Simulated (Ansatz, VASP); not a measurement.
# PbO: VASP beside Ansatz

```
CELL_PARAMETERS angstrom
0.00000 2.72042 2.53612
2.72042 0.00000 2.53612
2.72042 2.72042 0.00000
ATOMIC_POSITIONS crystal
Pb 0.00000 0.00000 0.00000
O 0.50000 0.50000 0.50000
```

Change from the starting cell: epitaxial_xy strain +4.4%.

Alike in both runs: task single point; functional r2SCAN; k mesh 8 × 8 × 8; occupations fermi-dirac, width 0.02 eV; no spin polarisation.

|  | VASP | Ansatz |
| --- | --- | --- |
| version | VASP 6.6.1 | Ansatz 0.2.0 |
| potentials or method | VASP PAW PBE potentials, release 64 (Pb_d, O) | plane waves, PAW |
| plane-wave cutoff (eV) | 520 | 500 |
| valence electrons in the cell | 20 | 20 |

Ansatz gave:

| Property | Result |
| --- | --- |
| pressure (GPa) | -4.2 |
| traceless stress, the component that is largest in VASP (GPa) | 4.19 |

Task: What did VASP give for the same quantities?

Result: Pressure (GPa): -4.1; traceless stress, the component that is largest in VASP (GPa): 4.32.

VASP's potentials were made for PBE, not for r2SCAN.

Spin-orbit coupling is off throughout.
